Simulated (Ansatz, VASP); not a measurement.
Two plane-wave programs on TiB2

```
Ti B
1.0
     3.02593    0.00000    0.00000
    -1.51296    2.62053    0.00000
     0.00000    0.00000    3.22877
Ti B
1 2
Direct
  0.00000 0.00000 0.00000
  0.33333 0.66667 0.50000
  0.66667 0.33333 0.50000
```

Alike in both runs: task relaxation of cell and atoms; functional LDA; k mesh 9 × 9 × 6; occupations gaussian, width 0.1 eV; no spin polarisation.

|  | VASP | Ansatz |
| --- | --- | --- |
| version | VASP 6.6.1 | Ansatz 0.2.0 |
| potentials or method | VASP PAW LDA potentials, release 64 (Ti_sv, B), cutoff 600 eV | scalar-relativistic, plane waves, PAW |
| valence electrons in the cell | 18 | 18 |

```tsv
	VASP	Ansatz	Ansatz less VASP
gap on the k mesh at the Fermi level, each at its own relaxed structure (eV)	none	none	-
relaxed volume (Å³/atom)	8.19	8.18	-0.017
relaxed length of the cell vector where the two differ most in proportion (Å)	3.160	3.157	-0.0027
```

Ansatz warns that its potentials were made for another functional, while VASP's fit it. LDA's correlation is that of Perdew and Zunger in VASP and of Perdew and Wang (1992) in Ansatz. A gap of «none» marks a metal or a gap that the smearing closes.
